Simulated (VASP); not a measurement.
P:

```
CELL_PARAMETERS angstrom
3.45143 0.00000 0.00000
0.00000 3.45143 0.00000
0.00000 0.00000 6.44150
ATOMIC_POSITIONS crystal
P 0.78408 0.78408 0.00000
P 0.71592 0.28408 0.50000
P 0.21592 0.21592 0.00000
P 0.28408 0.71592 0.50000
```

```yaml
Program: VASP 6.6.1
Task: relaxation of cell and atoms
Functional: PBE
Potentials_or_basis: VASP PAW PBE potentials, release 64 (P)
Cutoff: 600 eV
k_mesh: 12 × 12 × 8
Occupations: gaussian, width 0.1 eV
Spin: no spin polarisation
```

At the start: pressure -0.7 GPa; volume 19.18 Å³/atom.

Question: How do energy, volume and symmetry change on relaxing?

Answer: Over 26 steps the energy falls by 2.2 meV/atom and the volume is 18.05 Å³/atom (-5.9 %); space group P4_2/mnm (No. 136, to 0.1 Å) before and after.

The path:
| step | energy change (eV) | largest force (eV/Å) | pressure (GPa) | volume (Å³) |
| --- | --- | --- | --- | --- |
| 1 | 0.0000 | 0.0762 | -0.66 | 76.73 |
| 2 | 0.0006 | 0.1562 | 0.59 | 75.86 |
| 3 | -0.0011 | 0.0262 | -0.11 | 76.34 |
| 4 | -0.0017 | 0.0208 | -0.09 | 76.10 |
| 5 | -0.0031 | 0.0062 | -0.04 | 75.40 |
| 6 | -0.0047 | 0.0205 | 0.08 | 74.01 |
| 7 | -0.0049 | 0.0333 | 0.16 | 73.33 |
| 8 | -0.0057 | 0.0609 | -0.08 | 73.22 |
| 9 | -0.0061 | 0.1074 | -0.42 | 73.04 |
| 10 | -0.0063 | 0.1017 | -0.40 | 72.99 |
| 11 | -0.0068 | 0.0842 | -0.33 | 72.81 |
| 12 | -0.0076 | 0.0501 | -0.16 | 72.46 |
| 13 | -0.0079 | 0.0123 | 0.29 | 71.76 |
| 14 | -0.0079 | 0.0013 | 0.18 | 71.91 |
| 15 | -0.0080 | 0.0076 | 0.16 | 71.91 |
| 16 | -0.0082 | 0.0259 | 0.06 | 71.91 |
| 17 | -0.0083 | 0.0572 | -0.14 | 71.91 |
| 18 | -0.0083 | 0.0421 | -0.02 | 71.91 |
| 19 | -0.0083 | 0.0469 | -0.05 | 71.91 |
| 20 | -0.0084 | 0.0427 | -0.04 | 71.91 |
| 21 | -0.0084 | 0.0341 | -0.03 | 71.89 |
| 22 | -0.0085 | 0.0251 | 0.01 | 71.89 |
| 23 | -0.0085 | 0.0036 | 0.12 | 71.88 |
| 24 | -0.0086 | 0.0040 | 0.12 | 71.91 |
| 25 | -0.0086 | 0.0048 | 0.08 | 72.01 |
| 26 | -0.0087 | 0.0068 | 0.03 | 72.22 |

Final structure:
```yaml
crystal:
  lattice:
    - [3.49037, 0.00000, 0.00000]
    - [0.00000, 3.49037, 0.00000]
    - [0.00000, 0.00000, 5.92791]
  atoms:
    - { symbol: P, position: [0.78737, 0.78737, 0.00000] }
    - { symbol: P, position: [0.71263, 0.28737, 0.50000] }
    - { symbol: P, position: [0.21263, 0.21263, 0.00000] }
    - { symbol: P, position: [0.28737, 0.71263, 0.50000] }
```

Caveat: this functional lacks dispersion, which binds the layers, so the pressure and a relaxed spacing across them are unreliable.
